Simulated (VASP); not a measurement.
Write the native input for VASP 6.6.1 that does the following.

```
Task                   : single point
Functional             : PBEsol
Potentials or basis    : VASP PAW PBE potentials, release 64 (Fe, Si)
Cutoff                 : 520 eV
k mesh                 : 16 × 16 × 16
Occupations            : gaussian, width 0.05 eV
Spin                   : no spin polarisation
Dipole correction      : no
Further INCAR settings : ALGO = Normal; EDIFF = 1e-07; NBANDS = 13
```

The structure of FeSi lies in POSCAR:

```
FeSi
1.0
    2.7320431825      0.0000000000      0.0000000000
    0.0000000000      2.7320431825      0.0000000000
    0.0000000000      0.0000000000      2.7320431825
Fe Si
1 1
Direct
    0.0000000000      0.0000000000      0.0000000000
    0.5000000000      0.5000000000      0.5000000000
```

These files were run (other wordings do the same):

INCAR

```
SYSTEM = FeSi
PREC     = Accurate       ! precision mode
ENCUT    = 520            ! plane-wave cutoff, eV
EDIFF    = 1E-7           ! SCF threshold, eV
ISMEAR   = 0              ! smearing method
SIGMA    = 0.05           ! smearing width, eV
LREAL    = .FALSE.        ! projectors in reciprocal space
LASPH    = .TRUE.         ! aspherical terms in the spheres
NELM     = 80             ! most SCF steps
ALGO     = Normal         ! electronic algorithm
ISIF     = 2              ! what is computed and relaxed
LWAVE    = .FALSE.        ! write WAVECAR
LCHARG   = .FALSE.        ! write CHGCAR
GGA      = PS             ! functional
NBANDS   = 13             ! bands
```

KPOINTS

```
regular mesh
0
G
  16 16 16
  0 0 0
```

Potentials or basis: VASP PAW PBE potentials, release 64 (Fe, Si).

Launch:

```console
$ cat potpaw_PBE.64/Fe/POTCAR potpaw_PBE.64/Si/POTCAR > POTCAR
$ mpirun -np 1 vasp_std > vasp.out
```

Results of the run:

```yaml
Pressure: 0.6 GPa
Band_gap_on_the_k_mesh: zero (band 6 reaches 11.49 eV, above the bottom of band 7 at 11.35 eV)
```

Caveat: the PAW data sets were made with another functional, which shifts forces and pressure a little.

It took 14 s on 1 thread of Intel(R) Xeon(R) 6975P-C (Granite Rapids) (shared host), peak memory 0.16 GiB.
